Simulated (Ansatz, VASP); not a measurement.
## Two plane-wave programs on CoO

```xyz
4
Lattice="3.2397 0.0000 0.0000 -1.6199 2.8057 0.0000 0.0000 0.0000 5.2975" Properties=species:S:1:pos:R:3 pbc="T T T"
Co    0.0000    1.8705    2.6666
Co    0.0000    0.0000    0.0184
O     0.0000    1.8705    4.6171
O     0.0000    0.0000    1.9686
```

Alike in both runs: task single point; functional PBEsol; k mesh 10 × 10 × 5; occupations fermi-dirac, width 0.05 eV; collinear spin.

|  | VASP | Ansatz |
| --- | --- | --- |
| version | VASP 6.6.1 | Ansatz 0.2.0 |
| potentials or method | VASP PAW PBE potentials, release 64 (Co, O) | Ansatz PAW |
| plane-wave cutoff (eV) | 520 | 420 |
| valence electrons in the cell | 30 | 46 |

|  | VASP | Ansatz | Ansatz less VASP |
| --- | --- | --- | --- |
| pressure (GPa) | -11.6 | -13.6 | -1.95 |
| traceless stress, the component that is largest in VASP (GPa) | 1.38 | 0.61 | -0.771 |
| rms of the force components (eV/Å) | 0.129 | 0.062 | -0.0664 |
| net moment per atom (μB) | 1.48 | 0.00 | -1.481 |
| size of the moment on the site where the two differ most (μB) | 2.52 | 2.15 | -0.378 |

The net moments are unlike, so the other rows may belong to different states. VASP's potentials were made for PBE, not for PBEsol. Site moments also hang on the region over which each program counts them. Atom by atom the forces differ by 0.191 eV/Å (rms over components). VASP's potentials hold 30 valence electrons a cell and Ansatz's 46, so a difference there can come from the potentials and not from the codes.
